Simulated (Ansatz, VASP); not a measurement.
**Two plane-wave programs on Ba**

INCAR

```
PREC     = Accurate       # precision mode
ENCUT    = 520            # plane-wave cutoff, eV
EDIFF    = 1E-7           # SCF threshold, eV
ISMEAR   = 0              # smearing method
SIGMA    = 0.1            # smearing width, eV
LREAL    = F              # projectors in reciprocal space
LASPH    = T              # aspherical terms in the spheres
NELM     = 100            # most SCF steps
ALGO     = Fast           # electronic algorithm
ISIF     = 2              # what is computed and relaxed
LWAVE    = F              # write WAVECAR
LCHARG   = F              # write CHGCAR
GGA      = PS             # functional
NBANDS   = 17             # bands
```

Contents of KPOINTS:

```
Automatic mesh
0
Gamma
  10 10 6
```

POSCAR

```
Ba
1.0
    3.5539164349     -2.4615071679      0.0000000000
    3.5539164349      2.4615071679      0.0000000000
    0.0000000000      0.0000000000      6.9810305666
Ba
2
Direct
    0.7666396444      0.2333603556      0.2500000000
    0.2333603556      0.7666396444      0.7500000000
```

Input for Ansatz:

```yaml
crystal:
  lattice:
    - [3.5539164349, -2.4615071679, 0.0]
    - [3.5539164349, 2.4615071679, 0.0]
    - [0.0, 0.0, 6.9810305666]
  atoms:
    - { symbol: Ba, position: [0.7666396444, 0.2333603556, 0.25] }
    - { symbol: Ba, position: [0.2333603556, 0.7666396444, 0.75] }
basis:
  ecutwfc: 420
kpoints:
  mp_grid: { grid: [10, 10, 6] }
hamiltonian:
  xc: pbesol
scf:
  occupations: { method: gaussian, width: 0.1 }
output:
  forces: true
  stress: true
  eigenvalues: true
```

Alike in both runs: task single point; functional PBEsol; k mesh 10 × 10 × 6; occupations gaussian, width 0.1 eV; no spin polarisation.

|  | VASP | Ansatz |
| --- | --- | --- |
| version | VASP 6.6.1 | Ansatz 0.2.0 |
| potentials or method | VASP PAW PBE potentials, release 64 (Ba_sv), cutoff 520 eV | scalar-relativistic, plane waves, PAW |
| valence electrons in the cell | 20 | 20 |

|  | VASP | Ansatz | Ansatz less VASP |
| --- | --- | --- | --- |
| gap on the k mesh at the Fermi level (eV) | none | none | - |
| pressure (GPa) | -0.4 | -0.4 | -0.06 |
| traceless stress, the component that is largest in VASP (GPa) | -0.25 | -0.25 | +0.003 |
| rms of the force components (eV/Å) | 0.067 | 0.066 | -0.0009 |

VASP's potentials were made for PBE, not for PBEsol. Atom by atom the forces differ by 0.001 eV/Å (rms over components). A gap of «none» marks a metal or a gap that the smearing closes.

Neither program's run includes spin-orbit coupling.
